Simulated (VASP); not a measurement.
Runs of VASP 6.6.1 on NaHgF3. The structure is that of space group Pm-3m (No. 221), or close to it. The cells are those of the table. 

| level | cell | smearing | gap on the mesh (eV) | pressure (GPa) |
| --- | --- | --- | --- | --- |
| r2SCAN | a = 4.499, b = 4.499, c = 4.566 Å, 5 atoms | gaussian 0.01 eV | 0.80 | (a) |
| PBE | a = 4.499, b = 4.499, c = 4.566 Å, 5 atoms | fermi-dirac 0.02 eV | 0.28 | 1.8 |
| r2SCAN | a = 4.499 Å, 5 atoms | gaussian 0.01 eV | (c) | 0.5 |
| PBE | a = 4.499 Å, 5 atoms | fermi-dirac 0.02 eV | 0.30 | (b) |

Alike in all rows: task single point; potentials or basis VASP PAW PBE potentials, release 64 (Na_pv, Hg, F); no spin polarisation; k mesh 6 × 6 × 6; cutoff (eV) 520.

Task: Fill in the values left out.

Result: (a) -0.4; (b) 2.7; (c) 0.83.

Caveats: spin-orbit coupling is left out, which moves the levels of the heavy elements; the PAW data sets were made with another functional, which shifts forces and pressure a little (at least some runs).

A k mesh can miss the band edges, and the runs leave out spin-orbit coupling on Hg.
